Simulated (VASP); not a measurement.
# TiCo (P4mm) in VASP: notebook

Runs on TiCo. Level: PBE. Tasks: single point.

All numbers are computed with VASP 6.6.1; they aren't measurements. Logs are shortened: lines on timing, memory, paths and dates and some standing lists are left out, and cuts for length are marked.

### 1 The cell of the first run

The structure is tetragonal, space group P4mm (No. 99). The conventional cell has a = 2.986 Å, b = 2.986 Å, c = 2.986 Å, α = 90.00°, β = 90.00°, γ = 90.00°. Within 3.3 Å of Ti (site symmetry 4mm) lie 8 Co at 2.53 to 2.65 Å and 6 Ti at 2.99 Å. Co (site symmetry 4mm) has 8 Ti at 2.53 to 2.65 Å and 6 Co at 2.99 Å within 3.3 Å.

### 2 Single point, PBE, collinear spin, ferromagnetic start (all Ti atoms moved -0.100 Å, as atom 1 along Cartesian [0 0 1])

INCAR

```
SYSTEM = TiCo
ALGO = Fast ; EDIFF = 1E-6
ENCUT = 520 ; GGA = PE
ISIF = 2 ; ISMEAR = 0
ISPIN = 2 ; LASPH = .TRUE.
LCHARG = .FALSE. ; LMAXMIX = 4
LORBIT = 11 ; LREAL = .FALSE.
LWAVE = .FALSE. ; MAGMOM = 0 0.6
NBANDS = 22 ; NELM = 150
PREC = Accurate ; SIGMA = 0.15
```

KPOINTS

```
k-points
0
G
  16 16 16
  0 0 0
```

POSCAR

```
TiCo
1.0
    2.9861109900      0.0000000000      0.0000000000
    0.0000000000      2.9861109900      0.0000000000
    0.0000000000      0.0000000000      2.9861109900
Ti Co
1 1
Direct
    0.0000000000      0.0000000000     -0.0334883735
    0.5000000000      0.5000000000      0.5000000000
```

Potentials or basis: VASP PAW PBE potentials, release 64 (Ti_sv, Co).

The run is started by

```console
> cat potpaw_PBE.64/Ti_sv/POTCAR potpaw_PBE.64/Co/POTCAR > POTCAR
> mpirun -np 1 vasp_std > vasp.out
```

OUTCAR:

```text
SYSTEM = TiCo
   EDIFF = 1E-6
   ENCUT = 520
   GGA = PE
   ISIF = 2
   ISMEAR = 0
   ISPIN = 2
   LASPH = .TRUE.
   LORBIT = 11
   LREAL = .FALSE.
   NELM = 150
   PREC = Accurate

 ion  position               nearest neighbor table
   1  0.000  0.000  0.967-   2 2.53   2 2.53   2 2.53   2 2.53   2 2.65   2 2.65   2 2.65   2 2.65

   2  0.500  0.500  0.500-   1 2.53   1 2.53   1 2.53   1 2.53   1 2.65   1 2.65   1 2.65   1 2.65

  LATTYP: Found a simple cubic cell.
 ALAT       =     2.9861109900

  Lattice vectors:

 A1 = (   2.9861109900,   0.0000000000,   0.0000000000)
 A2 = (   0.0000000000,   2.9861109900,   0.0000000000)
 A3 = (   0.0000000000,   0.0000000000,   2.9861109900)

Analysis of symmetry for initial positions (statically):
=====================================================================
 Subroutine PRICEL returns:
 Original cell was already a primitive cell.

 Routine SETGRP: Setting up the symmetry group for a
 simple cubic supercell.

 Subroutine GETGRP returns: Found  8 space group operations
 (whereof  8 operations were pure point group operations)
 out of a pool of 48 trial point group operations.

The static configuration has the point symmetry C_4v.

Analysis of symmetry for dynamics (positions and initial velocities):
=====================================================================
 Subroutine PRICEL returns:
 Original cell was already a primitive cell.

 Routine SETGRP: Setting up the symmetry group for a
 simple cubic supercell.

 Subroutine GETGRP returns: Found  8 space group operations
 (whereof  8 operations were pure point group operations)
 out of a pool of 48 trial point group operations.

The dynamic configuration has the point symmetry C_4v.

Analysis of structural, dynamic, and magnetic symmetry:
=====================================================================
 Subroutine PRICEL returns:
 Original cell was already a primitive cell.

 Routine SETGRP: Setting up the symmetry group for a
 simple cubic supercell.

 Subroutine GETGRP returns: Found  8 space group operations
 (whereof  8 operations were pure point group operations)
 out of a pool of 48 trial point group operations.

The overall configuration has the point symmetry C_4v.

 Subroutine INISYM returns: Found  8 space group operations
 (whereof  8 operations are pure point group operations),
 and found     1 'primitive' translations

----------------------------------------------------------------------------------------

                                     Primitive cell

  volume of cell :      26.6267

  direct lattice vectors                    reciprocal lattice vectors
     2.986110990  0.000000000  0.000000000     0.334883735  0.000000000  0.000000000
     0.000000000  2.986110990  0.000000000     0.000000000  0.334883735  0.000000000
     0.000000000  0.000000000  2.986110990     0.000000000  0.000000000  0.334883735

  length of vectors
     2.986110990  2.986110990  2.986110990     0.334883735  0.334883735  0.334883735

  position of ions in fractional coordinates (direct lattice)
     0.000000000  0.000000000  0.966511627
     0.500000000  0.500000000  0.500000000

  ion indices of the primitive-cell ions
   primitive index   ion index
                 1           1
                 2           2

----------------------------------------------------------------------------------------

 KPOINTS: k-points

Automatic generation of k-mesh.
 Grid dimensions read from file:
 generate k-points for:   16   16   16

 Generating k-lattice:

  Cartesian coordinates                     Fractional coordinates (reciprocal lattice)
     0.020930233  0.000000000  0.000000000     0.062500000  0.000000000  0.000000000
     0.000000000  0.020930233  0.000000000     0.000000000  0.062500000  0.000000000
     0.000000000  0.000000000  0.020930233     0.000000000  0.000000000  0.062500000

  Length of vectors
     0.020930233  0.020930233  0.020930233

  Shift w.r.t. Gamma in fractional coordinates (k-lattice)
     0.000000000  0.000000000  0.000000000

 Subroutine IBZKPT returns following result:
 ===========================================

 Found    405 irreducible k-points:

 Following reciprocal coordinates:
            Coordinates               Weight
  0.000000  0.000000  0.000000      1.000000
  0.062500  0.000000  0.000000      4.000000
  0.000000  0.000000  0.062500      2.000000
  0.125000  0.000000  0.000000      4.000000
  0.000000  0.000000  0.125000      2.000000
  0.187500  0.000000  0.000000      4.000000
[... 16 lines left out ...]
  0.187500  0.062500  0.000000      8.000000
  0.000000  0.187500  0.062500      8.000000
 [... further k-points ...]
   k-points           NKPTS =    405   k-points in BZ     NKDIM =    405   number of bands    NBANDS=     22
   number of dos      NEDOS =    301   number of ions     NIONS =      2
   total plane-waves  NPLWV =  13824
   dimension x,y,z NGX =    24 NGY =   24 NGZ =   24
   dimension x,y,z NGXF=    48 NGYF=   48 NGZF=   48
   ions per type =               1   1
   NGX,Y,Z   is equivalent  to a cutoff of  13.36, 13.36, 13.36 a.u.
   NGXF,Y,Z  is equivalent  to a cutoff of  26.72, 26.72, 26.72 a.u.
 SYSTEM =  TiCo
   PREC   = accura    normal or accurate (medium, high low for compatibility)
   ISTART =      0    job   : 0-new  1-cont  2-samecut
   ICHARG =      2    charge: 1-file 2-atom 10-const
   ISPIN  =      2    spin polarized calculation?
   LNONCOLLINEAR =      F non collinear calculations
   LSORBIT =      F    spin-orbit coupling
   LASPH  =      T    aspherical Exc in radial PAW
   ENCUT  =  520.0 eV  38.22 Ry    6.18 a.u.   5.55  5.55  5.55*2*pi/ulx,y,z
   NELM   =    150;   NELMIN=  2; NELMDL= -5     # of ELM steps
   EDIFF  = 0.1E-05   stopping-criterion for ELM
   LREAL  =      F    real-space projection
   EDIFFG = 0.1E-04   stopping-criterion for IOM
   NSW    =      0    number of steps for IOM
   IBRION =     -1    ionic relax: 0-MD 1-quasi-New 2-CG
   NFREE  =      0    steps in history (QN), initial steepest desc. (CG)
   ISIF   =      2    stress and relaxation
   ISYM   =      2    0-nonsym 1-usesym 2-fastsym
   POTIM  = 0.5000    time-step for ionic-motion
   TEBEG  =    0.0;   TEEND  =   0.0 temperature during run
   PSTRESS=    0.0 pullay stress
   NELECT =      21.0000    total number of electrons
   NUPDOWN=      -1.0000    fix difference up-down
   EMIN   =  10.00;   EMAX   =-10.00  energy-range for DOS
   EFERMI =   0.00;   METHOD = LEGACY
   ISMEAR =     0;   SIGMA  =   0.15  broadening in eV -4-tet -1-fermi 0-gaus
   EFERMI_NEDOS =   21; number of points for ismear=-14 and -15
   IALGO  =     68    algorithm
   IMIX   =      4    mixing-type and parameters
     AMIX     =   0.40;   BMIX     =  1.00
     AMIX_MAG =   1.60;   BMIX_MAG =  1.00
  volume/ion in A,a.u.               =      13.31        89.84
  Fermi-wavevector in a.u.,A,eV,Ry     =   1.512546  2.858298 31.127355  2.287796
  Thomas-Fermi vector in A             =   2.622456
   LORBIT       =     11    0 simple, 1 ext, 2 COOP (PROOUT), +10 PAW based schemes
   GGA     = PE    functional components
   LHFCALC =     F    Hartree Fock is set to
   AEXX    =    0.0000 exact exchange contribution
   IVDW    =     0    specifies the selected vdW correction
   LEPSILON=     F    determine dielectric tensor
   LRPA    =     F    only Hartree local field effects (RPA)
 spin polarized calculation
 RMM-DIIS sequential band-by-band and
 Gauss-broadening in eV      SIGMA  =   0.15
  energy-cutoff  :      520.00
  volume of cell :       26.63
 maximum number of plane-waves:       739
 NGX is ok and might be reduce to    24
   NGX = 11   NGY = 11   NGZ = 11

 number of electron      20.9999989 magnetization       0.8533305

 Free energy of the ion-electron system (eV)
  ---------------------------------------------------
  ext. energy  EPLUGINS =         0.00000000
  ---------------------------------------------------
  free energy    TOTEN  =       -15.66093351 eV

  energy without entropy =      -15.64104396  energy(sigma->0) =      -15.65098874

 E-fermi :   9.9209     XC(G=0): -12.5716

 val. band max:        9.9194251451   @ k =   0.5000   0.5000   0.1875
 cond. band min:       9.9246473426   @ k =   0.1250   0.1250   0.5000
 fundamental gap:      0.0052221975
 Fermi energy:         9.9209185330

 spin component 1

 k-point     1 :       0.0000    0.0000    0.0000
  band No.  band energies     occupation
      1     -47.2239      1.00000
      2     -23.3189      1.00000
      3     -23.3165      1.00000
      4     -23.3165      1.00000
      5       2.2463      1.00000
      6       5.7399      1.00000
[... 14 lines left out ...]
     21      29.1637      0.00000
     22      30.9065      0.00000

 k-point     2 :       0.0625    0.0000    0.0000
  band No.  band energies     occupation
      1     -47.2227      1.00000
      2     -23.3281      1.00000
      3     -23.3180      1.00000
      4     -23.3157      1.00000
      5       2.3240      1.00000
      6       5.7734      1.00000
[... 14 lines left out ...]
     21      29.3969      0.00000
     22      30.7028      0.00000

 k-point     3 :       0.0000    0.0000    0.0625
  band No.  band energies     occupation
      1     -47.2227      1.00000
      2     -23.3304      1.00000
      3     -23.3157      1.00000
      4     -23.3157      1.00000
      5       2.3239      1.00000
      6       5.7700      1.00000
[... 14 lines left out ...]
     21      29.5595      0.00000
     22      30.7181      0.00000
[... 476 lines left out ...]
 k-point    23 :       0.1875    0.0625    0.0000
  band No.  band energies     occupation
      1     -47.2130      1.00000
      2     -23.4088      1.00000
      3     -23.3210      1.00000
      4     -23.3110      1.00000
      5       2.9976      1.00000
      6       6.0459      1.00000
[... 14 lines left out ...]
     21      29.3411      0.00000
     22      30.5704      0.00000

 k-point    24 :       0.0000    0.1875    0.0625
  band No.  band energies     occupation
      1     -47.2130      1.00000
      2     -23.4088      1.00000
      3     -23.3231      1.00000
      4     -23.3089      1.00000
      5       2.9976      1.00000
      6       6.0294      1.00000
[... 14 lines left out ...]
     21      29.3456      0.00000
     22      30.5629      0.00000

 [... further k-points ...]

 spin component 2

 k-point     1 :       0.0000    0.0000    0.0000
  band No.  band energies     occupation
      1     -47.2323      1.00000
      2     -23.3268      1.00000
      3     -23.3268      1.00000
      4     -23.3262      1.00000
      5       2.2409      1.00000
      6       6.3933      1.00000
[... 14 lines left out ...]
     21      29.5435      0.00000
     22      30.7985      0.00000

 k-point     2 :       0.0625    0.0000    0.0000
  band No.  band energies     occupation
      1     -47.2311      1.00000
      2     -23.3385      1.00000
      3     -23.3260      1.00000
      4     -23.3253      1.00000
      5       2.3187      1.00000
      6       6.4295      1.00000
[... 14 lines left out ...]
     21      29.5671      0.00000
     22      30.6134      0.00000

 k-point     3 :       0.0000    0.0000    0.0625
  band No.  band energies     occupation
      1     -47.2311      1.00000
      2     -23.3378      1.00000
      3     -23.3260      1.00000
      4     -23.3260      1.00000
      5       2.3186      1.00000
      6       6.4299      1.00000
[... 14 lines left out ...]
     21      29.5558      0.00000
     22      30.5980      0.00000
[... 476 lines left out ...]
 k-point    23 :       0.1875    0.0625    0.0000
  band No.  band energies     occupation
      1     -47.2213      1.00000
      2     -23.4200      1.00000
      3     -23.3314      1.00000
      4     -23.3183      1.00000
      5       2.9945      1.00000
      6       6.7162      1.00000
[... 14 lines left out ...]
     21      29.2476      0.00000
     22      30.5980      0.00000

 k-point    24 :       0.0000    0.1875    0.0625
  band No.  band energies     occupation
      1     -47.2213      1.00000
      2     -23.4200      1.00000
      3     -23.3305      1.00000
      4     -23.3191      1.00000
      5       2.9944      1.00000
      6       6.7059      1.00000
[... 14 lines left out ...]
     21      29.2535      0.00000
     22      30.5085      0.00000

 [... further k-points ...]

------------------------ aborting loop because EDIFF is reached ----------------------------------------

  FORCE on cell =-STRESS in cart. coord.  units (eV):
  Direction    XX          YY          ZZ          XY          YZ          ZX
  --------------------------------------------------------------------------------------
  -------------------------------------------------------------------------------------
  Total       -0.0159335     -0.0159335     -0.0646629      0.0000000      0.0000000     -0.0000000
  in kB       -0.9587495     -0.9587495     -3.8908792      0.0000000      0.0000000     -0.0000000
  external PRESSURE =      -1.9361261 kB  Pullay stress =       0.0000000 kB

 VOLUME and BASIS-vectors are now :
 -----------------------------------------------------------------------------
  energy-cutoff  :      520.00
  volume of cell :       26.63
      direct lattice vectors                 reciprocal lattice vectors
     2.986110990  0.000000000  0.000000000     0.334883735  0.000000000  0.000000000
     0.000000000  2.986110990  0.000000000     0.000000000  0.334883735  0.000000000
     0.000000000  0.000000000  2.986110990     0.000000000  0.000000000  0.334883735

 POSITION                                       TOTAL-FORCE (eV/Angst)
 -----------------------------------------------------------------------------------
      0.00000      0.00000      2.88611         0.000000      0.000000      0.489240
      1.49306      1.49306      1.49306         0.000000     -0.000000     -0.489240
 -----------------------------------------------------------------------------------
    total drift:                                0.000000      0.000000      0.000432

  FREE ENERGIE OF THE ION-ELECTRON SYSTEM (eV)
  ---------------------------------------------------
  free  energy   TOTEN  =       -15.6609335123 eV

  energy  without entropy=      -15.6410439633  energy(sigma->0) =      -15.65098874

 total charge

# of ion       s       p       d       tot
------------------------------------------
    1        2.248   6.181   1.862  10.291
    2        0.527   0.461   7.306   8.293
--------------------------------------------------
tot          2.775   6.641   9.167  18.584

 magnetization (x)

# of ion       s       p       d       tot
------------------------------------------
    1       -0.002  -0.012  -0.013  -0.027
    2        0.028  -0.004   0.904   0.927
--------------------------------------------------
tot          0.026  -0.017   0.891   0.900
```

Run time: 3 min. Hardware: 1 thread of Intel Xeon 6975P-C (Granite Rapids), shared host; peak memory 0.45 GiB.

Results:

- Free energy: -15.6609 eV
- Pressure: -0.2 GPa
- Largest force: 0.489 eV/Å
- Net moment: 0.85 μB per cell
- Site moments: Ti -0.03; Co +0.93 μB
- Valence electrons inside the program's atomic spheres: Ti 10.29; Co 8.29

Forces on the atoms (eV/Å):
```
Ti   0.000  0.000  0.489
Co   0.000  0.000 -0.489
```

Caveat: the cell differs from its parent crystal (all Ti atoms moved -0.100 Å, as atom 1 along Cartesian [0 0 1]).

### 3 Single point, PBE, collinear spin, ferromagnetic start (all Ti atoms moved -0.050 Å, as atom 1 along Cartesian [0 0 1])

INCAR

```
  PREC = Accurate
  ENCUT = 520
  EDIFF = 1E-6
  ISMEAR = 0
  SIGMA = 0.15
  LREAL = F
  LASPH = T
  NELM = 150
  ALGO = Normal
  ISIF = 2
  LWAVE = F
  LCHARG = F
  ISPIN = 2
  MAGMOM = 0 0.6
  LORBIT = 11
  LMAXMIX = 4
  GGA = PE
  NBANDS = 22
```

KPOINTS

```
Automatic mesh
0
Gamma
  16 16 16
```

Edit POSCAR of step 2 so:

```diff
@@ -8,3 +8,3 @@
 Direct
-    0.0000000000      0.0000000000     -0.0334883735
+    0.0000000000      0.0000000000     -0.0167441867
     0.5000000000      0.5000000000      0.5000000000
```

Potentials or basis: VASP PAW PBE potentials, release 64 (Ti_sv, Co).

The run is started by

```console
> cat potpaw_PBE.64/Ti_sv/POTCAR potpaw_PBE.64/Co/POTCAR > POTCAR
> mpirun -np 1 vasp_std > vasp.out
```

It took 4.6 min on 1 thread of AMD EPYC 9R45 (Zen 5), shared host; peak memory 0.41 GiB.

The run converged. Its results:

- Free energy: -15.6793 eV
- Pressure: -0.5 GPa
- Largest force: 0.246 eV/Å
- Net moment: 0.86 μB per cell
- Site moments: Ti -0.03; Co +0.94 μB
- Valence electrons inside the program's atomic spheres: Ti 10.29; Co 8.29

Forces in eV/Å, atoms in the order of the input:
```
Ti   0.000  0.000  0.246
Co   0.000  0.000 -0.246
```

Levels at points of the mesh, in eV from the Fermi level:
Spin up:
| k point | band 7 | band 8 | band 9 | band 10 | band 11 | band 12 | band 13 | band 14 | band 15 | band 16 |
| --- | --- | --- | --- | --- | --- | --- | --- | --- | --- | --- |
| (0.00, 0.00, 0.00) | -4.16 | -1.87 | -1.86 | -1.86 | 0.47 | 0.49 | 2.67 | 2.67 | 2.67 | 8.93 |
| (0.50, 0.00, 0.00) | -3.09 | -2.00 | -1.98 | -1.52 | -0.66 | -0.61 | 0.68 | 0.68 | 2.24 | 3.89 |
| (0.00, 0.00, 0.50) | -3.10 | -1.98 | -1.98 | -1.52 | -0.67 | -0.61 | 0.67 | 0.67 | 2.24 | 3.90 |
| (0.50, 0.50, 0.00) | -2.71 | -2.71 | -1.50 | -0.78 | 0.64 | 0.64 | 1.10 | 2.44 | 2.44 | 3.12 |
| (0.00, 0.50, 0.50) | -2.72 | -2.72 | -1.50 | -0.78 | 0.62 | 0.65 | 1.14 | 2.45 | 2.45 | 3.12 |
| (0.50, 0.50, 0.50) | -2.79 | -2.07 | -2.07 | -2.07 | -1.47 | -1.47 | 3.20 | 3.20 | 6.91 | 8.29 |
Spin down:
```csv
k point,band 7,band 8,band 9,band 10,band 11,band 12,band 13,band 14
"(0.00, 0.00, 0.00)",-3.49,-1.32,-1.31,-1.31,1.02,1.04,2.76,2.76
"(0.50, 0.00, 0.00)",-1.86,-1.44,-1.40,-0.89,-0.75,0.59,0.69,0.70
"(0.00, 0.00, 0.50)",-1.88,-1.39,-1.39,-0.89,-0.77,0.60,0.67,0.67
"(0.50, 0.50, 0.00)",-2.28,-2.28,0.00,0.30,0.61,0.61,1.26,2.62
"(0.00, 0.50, 0.50)",-2.28,-2.28,0.01,0.28,0.59,0.64,1.29,2.64
"(0.50, 0.50, 0.50)",-2.31,-2.08,-2.07,-2.07,0.04,0.04,3.13,3.13
```

Caveat: the cell differs from its parent crystal (all Ti atoms moved -0.050 Å, as atom 1 along Cartesian [0 0 1]).
